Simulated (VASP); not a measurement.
# ZnF (Fm-3m) in VASP: a series of runs

The runs below take ZnF through single point, with PBE.

Everything below comes from runs of VASP 6.6.1. Logs are shortened: lines on timing, memory, paths and dates and some standing lists are left out, and cuts for length are marked.

### 1 The cell of the first run

It takes space group Fm-3m (No. 225, cubic). The conventional cell has a = 4.646 Å, b = 4.646 Å, c = 4.646 Å, α = 90.00°, β = 90.00°, γ = 90.00°. Within 3.1 Å of Zn (site symmetry m-3m) lie 6 F at 2.32 Å. Within 3.1 Å of F (site symmetry m-3m) lie 6 Zn at 2.32 Å.

### 2 Single point, PBE

File INCAR:

```
ALGO = Normal
EDIFF = 1E-6
ENCUT = 600
GGA = PE
GGA_COMPAT = F
ISIF = 2
ISMEAR = 0
LASPH = T
LCHARG = F
LREAL = F
LWAVE = F
NBANDS = 16
NELM = 120
PREC = Accurate
SIGMA = 0.1
```

File KPOINTS:

```
k-points
0
Gamma
  6 6 6
```

File POSCAR:

```
ZnF
1.0
    0.0000000000      2.3228839946      2.3228839946
    2.3228839946      0.0000000000      2.3228839946
    2.3228839946      2.3228839946      0.0000000000
Zn F
1 1
Direct
    0.0000000000      0.0000000000      0.0000000000
    0.5000000000      0.5000000000      0.5000000000
```

Potentials or basis: VASP PAW PBE potentials, release 64 (Zn, F).

Command:

```sh
$ cat potpaw_PBE.64/Zn/POTCAR potpaw_PBE.64/F/POTCAR > POTCAR
$ mpirun -np 1 vasp_std > vasp.out
```

OUTCAR:

```text
EDIFF = 1E-6
   ENCUT = 600
   GGA = PE
   ISIF = 2
   ISMEAR = 0
   LASPH = T
   LREAL = F
   NELM = 120
   PREC = Accurate

 ion  position               nearest neighbor table
   1  0.000  0.000  0.000-   2 2.32   2 2.32   2 2.32   2 2.32   2 2.32   2 2.32
   2  0.500  0.500  0.500-   1 2.32   1 2.32   1 2.32   1 2.32   1 2.32   1 2.32

  LATTYP: Found a face centered cubic cell.
 ALAT       =     4.6457679892

  Lattice vectors:

 A1 = (   0.0000000000,   2.3228839946,   2.3228839946)
 A2 = (   2.3228839946,   0.0000000000,   2.3228839946)
 A3 = (   2.3228839946,   2.3228839946,   0.0000000000)

Analysis of symmetry for initial positions (statically):
=====================================================================
 Subroutine PRICEL returns:
 Original cell was already a primitive cell.

 Routine SETGRP: Setting up the symmetry group for a
 face centered cubic supercell.

 Subroutine GETGRP returns: Found 48 space group operations
 (whereof 48 operations were pure point group operations)
 out of a pool of 48 trial point group operations.

The static configuration has the point symmetry O_h .

Analysis of symmetry for dynamics (positions and initial velocities):
=====================================================================
 Subroutine PRICEL returns:
 Original cell was already a primitive cell.

 Routine SETGRP: Setting up the symmetry group for a
 face centered cubic supercell.

 Subroutine GETGRP returns: Found 48 space group operations
 (whereof 48 operations were pure point group operations)
 out of a pool of 48 trial point group operations.

The dynamic configuration has the point symmetry O_h .

 Subroutine INISYM returns: Found 48 space group operations
 (whereof 48 operations are pure point group operations),
 and found     1 'primitive' translations

----------------------------------------------------------------------------------------

                                     Primitive cell

  volume of cell :      25.0676

  direct lattice vectors                    reciprocal lattice vectors
     0.000000000  2.322883995  2.322883995    -0.215249664  0.215249664  0.215249664
     2.322883995  0.000000000  2.322883995     0.215249664 -0.215249664  0.215249664
     2.322883995  2.322883995  0.000000000     0.215249664  0.215249664 -0.215249664

  length of vectors
     3.285054049  3.285054049  3.285054049     0.372823355  0.372823355  0.372823355

  position of ions in fractional coordinates (direct lattice)
     0.000000000  0.000000000  0.000000000
     0.500000000  0.500000000  0.500000000

  ion indices of the primitive-cell ions
   primitive index   ion index
                 1           1
                 2           2

----------------------------------------------------------------------------------------

 KPOINTS: k-points

Automatic generation of k-mesh.
 Grid dimensions read from file:
 generate k-points for:    6    6    6

 Generating k-lattice:

  Cartesian coordinates                     Fractional coordinates (reciprocal lattice)
    -0.035874944  0.035874944  0.035874944     0.166666667  0.000000000  0.000000000
     0.035874944 -0.035874944  0.035874944     0.000000000  0.166666667  0.000000000
     0.035874944  0.035874944 -0.035874944     0.000000000  0.000000000  0.166666667

  Length of vectors
     0.062137226  0.062137226  0.062137226

  Shift w.r.t. Gamma in fractional coordinates (k-lattice)
     0.000000000  0.000000000  0.000000000

 Subroutine IBZKPT returns following result:
 ===========================================

 Found     16 irreducible k-points:

 Following reciprocal coordinates:
            Coordinates               Weight
  0.000000  0.000000  0.000000      1.000000
  0.166667  0.000000  0.000000      8.000000
  0.333333  0.000000  0.000000      8.000000
  0.500000  0.000000  0.000000      4.000000
  0.166667  0.166667  0.000000      6.000000
  0.333333  0.166667  0.000000     24.000000
[... 8 lines left out ...]
 -0.333333  0.333333  0.166667     24.000000
 -0.333333  0.500000  0.166667     12.000000
   k-points           NKPTS =     16   k-points in BZ     NKDIM =     16   number of bands    NBANDS=     16
   number of dos      NEDOS =    301   number of ions     NIONS =      2
   total plane-waves  NPLWV =  21952
   dimension x,y,z NGX =    28 NGY =   28 NGZ =   28
   dimension x,y,z NGXF=    56 NGYF=   56 NGZF=   56
   ions per type =               1   1
   NGX,Y,Z   is equivalent  to a cutoff of  14.17, 14.17, 14.17 a.u.
   NGXF,Y,Z  is equivalent  to a cutoff of  28.34, 28.34, 28.34 a.u.
 SYSTEM =  unknown system
   PREC   = accura    normal or accurate (medium, high low for compatibility)
   ISTART =      0    job   : 0-new  1-cont  2-samecut
   ICHARG =      2    charge: 1-file 2-atom 10-const
   ISPIN  =      1    spin polarized calculation?
   LNONCOLLINEAR =      F non collinear calculations
   LSORBIT =      F    spin-orbit coupling
   LASPH  =      T    aspherical Exc in radial PAW
   ENCUT  =  600.0 eV  44.10 Ry    6.64 a.u.   6.56  6.56  6.56*2*pi/ulx,y,z
   NELM   =    120;   NELMIN=  2; NELMDL= -5     # of ELM steps
   EDIFF  = 0.1E-05   stopping-criterion for ELM
   LREAL  =      F    real-space projection
   EDIFFG = 0.1E-04   stopping-criterion for IOM
   NSW    =      0    number of steps for IOM
   IBRION =     -1    ionic relax: 0-MD 1-quasi-New 2-CG
   NFREE  =      0    steps in history (QN), initial steepest desc. (CG)
   ISIF   =      2    stress and relaxation
   ISYM   =      2    0-nonsym 1-usesym 2-fastsym
   POTIM  = 0.5000    time-step for ionic-motion
   TEBEG  =    0.0;   TEEND  =   0.0 temperature during run
   PSTRESS=    0.0 pullay stress
   NELECT =      19.0000    total number of electrons
   NUPDOWN=      -1.0000    fix difference up-down
   EMIN   =  10.00;   EMAX   =-10.00  energy-range for DOS
   EFERMI =   0.00;   METHOD = LEGACY
   ISMEAR =     0;   SIGMA  =   0.10  broadening in eV -4-tet -1-fermi 0-gaus
   EFERMI_NEDOS =   21; number of points for ismear=-14 and -15
   IALGO  =     38    algorithm
   IMIX   =      4    mixing-type and parameters
     AMIX     =   0.40;   BMIX     =  1.00
     AMIX_MAG =   1.60;   BMIX_MAG =  1.00
  volume/ion in A,a.u.               =      12.53        84.58
  Fermi-wavevector in a.u.,A,eV,Ry     =   1.492640  2.820681 30.313443  2.227975
  Thomas-Fermi vector in A             =   2.605143
   LORBIT       =      0    0 simple, 1 ext, 2 COOP (PROOUT), +10 PAW based schemes
   GGA     = PE    functional components
   LHFCALC =     F    Hartree Fock is set to
   AEXX    =    0.0000 exact exchange contribution
   IVDW    =     0    specifies the selected vdW correction
   LEPSILON=     F    determine dielectric tensor
   LRPA    =     F    only Hartree local field effects (RPA)
 non-spin polarized calculation
 Gauss-broadening in eV      SIGMA  =   0.10
  energy-cutoff  :      600.00
  volume of cell :       25.07
 maximum number of plane-waves:       869
 NGX is ok and might be reduce to    28
   NGX = 13   NGY = 13   NGZ = 13

 number of electron      18.9999994 magnetization

 Free energy of the ion-electron system (eV)
  ---------------------------------------------------
  ext. energy  EPLUGINS =         0.00000000
  ---------------------------------------------------
  free energy    TOTEN  =        -4.87181952 eV

  energy without entropy =       -4.85795774  energy(sigma->0) =       -4.86488863

 E-fermi :   3.7301     XC(G=0): -10.9132

 val. band max:        3.7045565791   @ k =  -0.3333   0.1667   0.0000
 cond. band min:       3.7936278808   @ k =   0.5000   0.3333   0.0000
 fundamental gap:      0.0890713017
 Fermi energy:         3.7300792882

 k-point     1 :       0.0000    0.0000    0.0000
  band No.  band energies     occupation
      1     -22.1005      2.00000
      2      -4.0643      2.00000
      3      -4.0643      2.00000
      4      -4.0643      2.00000
      5      -3.9317      2.00000
      6      -3.9317      2.00000
[... 8 lines left out ...]
     15      17.0993      0.00000
     16      17.0993      0.00000

 k-point     2 :       0.1667    0.0000    0.0000
  band No.  band energies     occupation
      1     -22.0292      2.00000
      2      -4.4857      2.00000
      3      -4.3202      2.00000
      4      -4.3202      2.00000
      5      -3.9931      2.00000
      6      -3.9931      2.00000
[... 8 lines left out ...]
     15      18.5351      0.00000
     16      18.5351      0.00000

 k-point     3 :       0.3333    0.0000    0.0000
  band No.  band energies     occupation
      1     -21.8829      2.00000
      2      -5.5507      2.00000
      3      -4.7743      2.00000
      4      -4.7743      2.00000
      5      -3.8860      2.00000
      6      -3.8860      2.00000
[... 8 lines left out ...]
     15      20.1793      0.00000
     16      20.1793      0.00000

 k-point     4 :       0.5000    0.0000    0.0000
  band No.  band energies     occupation
      1     -21.8078      2.00000
      2      -5.9823      2.00000
      3      -4.9497      2.00000
      4      -4.9497      2.00000
      5      -3.8306      2.00000
      6      -3.8306      2.00000
[... 8 lines left out ...]
     15      21.0909      0.00000
     16      21.0909      0.00000
[... 172 lines left out ...]
 k-point    14 :       0.5000    0.3333    0.1667
  band No.  band energies     occupation
      1     -21.8072      2.00000
      2      -5.3517      2.00000
      3      -4.7510      2.00000
      4      -4.5280      2.00000
      5      -3.9012      2.00000
      6      -3.8232      2.00000
[... 8 lines left out ...]
     15      20.9112      0.00000
     16      23.7118      0.00000

 k-point    15 :      -0.3333    0.3333    0.1667
  band No.  band energies     occupation
      1     -21.7638      2.00000
      2      -5.2425      2.00000
      3      -4.8009      2.00000
      4      -4.7638      2.00000
      5      -3.8856      2.00000
      6      -3.8140      2.00000
[... 8 lines left out ...]
     15      19.1321      0.00000
     16      24.8995      0.00000

 k-point    16 :      -0.3333    0.5000    0.1667
  band No.  band energies     occupation
      1     -21.7523      2.00000
      2      -4.8314      2.00000
      3      -4.7330      2.00000
      4      -4.5527      2.00000
      5      -3.8358      2.00000
      6      -3.7586      2.00000
[... 8 lines left out ...]
     15      22.2611      0.00000
     16      22.6215      0.00000

------------------------ aborting loop because EDIFF is reached ----------------------------------------

  FORCE on cell =-STRESS in cart. coord.  units (eV):
  Direction    XX          YY          ZZ          XY          YZ          ZX
  --------------------------------------------------------------------------------------
  -------------------------------------------------------------------------------------
  Total        1.7675886      1.7675886      1.7675886      0.0000000      0.0000000      0.0000000
  in kB      112.9741861    112.9741861    112.9741861      0.0000000      0.0000000      0.0000000
  external PRESSURE =     112.9741861 kB  Pullay stress =       0.0000000 kB

 VOLUME and BASIS-vectors are now :
 -----------------------------------------------------------------------------
  energy-cutoff  :      600.00
  volume of cell :       25.07
      direct lattice vectors                 reciprocal lattice vectors
     0.000000000  2.322883995  2.322883995    -0.215249664  0.215249664  0.215249664
     2.322883995  0.000000000  2.322883995     0.215249664 -0.215249664  0.215249664
     2.322883995  2.322883995  0.000000000     0.215249664  0.215249664 -0.215249664

 POSITION                                       TOTAL-FORCE (eV/Angst)
 -----------------------------------------------------------------------------------
      0.00000      0.00000      0.00000         0.000000      0.000000      0.000000
      2.32288      2.32288      2.32288        -0.000000     -0.000000     -0.000000
 -----------------------------------------------------------------------------------
    total drift:                                0.000000      0.000000      0.000000

  FREE ENERGIE OF THE ION-ELECTRON SYSTEM (eV)
  ---------------------------------------------------
  free  energy   TOTEN  =        -4.8718195177 eV

  energy  without entropy=       -4.8579577358  energy(sigma->0) =       -4.86488863
```

Run time: 13 s. Hardware: 1 thread of Intel Xeon Platinum 8259CL at 2.50GHz (Skylake/Cascade Lake), shared host; peak memory 0.16 GiB.

What came out:

```yaml
Free_energy: -4.8718 eV
Pressure: 11.3 GPa
Band_gap_on_the_k_mesh: zero (an odd number of electrons rules out a gap without spin polarisation)
```

Caveat: the k points lie up to 0.39 Å⁻¹ apart, too coarse for converged energies and pressures of a metal; an odd number of electrons without spin polarisation forces a metal; a magnetic or distorted state may lie lower.

(Part 1 of 2 ends here.)

The gap in the log of VASP goes by the Fermi energy; the results here count the filled bands.